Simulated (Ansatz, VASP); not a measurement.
## Two plane-wave programs on AgPbCl4

```
Ag Pb Cl
1.0
     4.78516    0.00000    0.00000
     0.00000    4.78516    0.00000
     0.00000    0.00000    6.87122
Ag Pb Cl
1 1 4
Direct
  0.00000 0.00000 0.00000
  0.50000 0.50000 0.50000
  0.50000 0.00000 0.23646
  0.00000 0.50000 0.76354
  0.50000 0.00000 0.76354
  0.00000 0.50000 0.23646
```

Alike in both runs: functional PBE; k mesh 4 × 4 × 4; occupations gaussian, width 0.1 eV; no spin polarisation.

Ansatz relaxed the structure, and its values are those at the end. VASP's run is a single point on that final structure, the one shown.

|  | VASP | Ansatz |
| --- | --- | --- |
| version | VASP 6.6.1 | Ansatz 0.2.0 |
| potentials or method | VASP PAW PBE potentials, release 64 (Ag, Pb_d, Cl), cutoff 520 eV | scalar-relativistic, plane waves, PAW |
| valence electrons in the cell | 53 | 61 |

```tsv
	VASP	Ansatz	Ansatz less VASP
gap on the k mesh at the Fermi level (eV)	none	none	-
pressure (GPa)	0.0	0.1	+0.09
rms of the force components (eV/Å)	0.006	0.007	+0.0009
```

A gap of «none» marks a metal or a gap that the smearing closes. VASP's potentials hold 53 valence electrons a cell and Ansatz's 61, so a difference there can come from the potentials and not from the codes.

Neither program's run includes spin-orbit coupling.
